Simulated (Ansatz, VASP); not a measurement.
## Two plane-wave programs on CsWS3

```
CELL_PARAMETERS angstrom
4.84697 0.00000 0.00000
0.00000 4.84697 0.00000
0.00000 0.00000 4.84697
ATOMIC_POSITIONS crystal
Cs 0.50000 0.50000 0.50000
W 0.00000 0.00000 0.00000
S 0.50000 0.00000 0.00000
S 0.00000 0.50000 0.00000
S 0.00000 0.00000 0.50000
```

Alike in both runs: functional PBE; k mesh 4 × 4 × 4; occupations gaussian, width 0.1 eV; no spin polarisation.

Ansatz relaxed the structure, and its values are those at the end. VASP's run is a single point on that final structure, the one shown.

|  | VASP | Ansatz |
| --- | --- | --- |
| version | VASP 6.6.1 | Ansatz 0.2.0 |
| potentials or method | VASP PAW PBE potentials, release 64 (Cs_sv, W_sv, S), cutoff 520 eV | scalar-relativistic, plane waves, PAW |
| valence electrons in the cell | 41 | 41 |

|  | VASP | Ansatz | Ansatz less VASP |
| --- | --- | --- | --- |
| gap on the k mesh at the Fermi level (eV) | none | none | - |
| pressure (GPa) | -0.2 | -0.3 | -0.10 |

A gap of «none» marks a metal or a gap that the smearing closes.

Neither program's run includes spin-orbit coupling.
